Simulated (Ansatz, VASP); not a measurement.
**WS2 in VASP and in Ansatz**

INCAR

```
SYSTEM = WS2
ALGO = Normal ; EDIFF = 1E-7
ENCUT = 520 ; GGA = PS
ISIF = 2 ; ISMEAR = 0
IVDW = 12 ; LASPH = .TRUE.
LCHARG = .FALSE. ; LREAL = .FALSE.
LWAVE = .FALSE. ; NBANDS = 20
NELM = 80 ; PREC = Accurate
SIGMA = 0.05
```

Contents of KPOINTS:

```
k-points
0
G
  12 12 12
  0 0 0
```

Contents of POSCAR:

```
WS2
1.0
    1.5602910595      0.9008344632      5.0013000000
   -1.5602910595      0.9008344632      5.0013000000
    0.0000000000     -1.8016689264      5.0013000000
W S
1 2
Direct
    0.9993605138      0.9993605138      0.9993605138
    0.7554704513      0.7554704513      0.7554704513
    0.5764690349      0.5764690349      0.5764690349
```

Input for Ansatz:

```yaml
crystal:
  lattice:
    - [1.5602910595, 0.9008344632, 5.0013]
    - [-1.5602910595, 0.9008344632, 5.0013]
    - [0.0, -1.8016689264, 5.0013]
  atoms:
    - { symbol: W, position: [0.9993605138, 0.9993605138, 0.9993605138] }
    - { symbol: S, position: [0.7554704513, 0.7554704513, 0.7554704513] }
    - { symbol: S, position: [0.5764690349, 0.5764690349, 0.5764690349] }
basis:
  ecutwfc: 420
kpoints:
  mp_grid: { grid: [12, 12, 12] }
hamiltonian:
  xc: pbesol
  pseudopotentials: { kind: paw, azcp: { folder: soft_1 } }
  dispersion: d3bj
scf:
  occupations: { method: gaussian, width: 0.05 }
output:
  forces: true
  stress: true
  eigenvalues: true
```

Alike in both runs: task single point; functional PBEsol; dispersion D3(BJ); k mesh 12 × 12 × 12; occupations gaussian, width 0.05 eV; no spin polarisation.

```csv
,VASP,Ansatz
version,VASP 6.6.1,Ansatz 0.2.0
potentials or method,"VASP PAW PBE potentials, release 64 (W_sv, S), cutoff 520 eV","scalar-relativistic, plane waves, PAW"
valence electrons in the cell,26,26
```

```csv
,VASP,Ansatz,Ansatz less VASP
gap on the k mesh at the Fermi level (eV),none,none,-
rms of the force components (eV/Å),2.539,2.528,-0.0116
```

VASP's potentials were made for PBE, not for PBEsol, and Ansatz warns of the same on its side. Atom by atom the forces differ by 0.012 eV/Å (rms over components). A gap of «none» marks a metal or a gap that the smearing closes.

Spin-orbit coupling is off throughout.
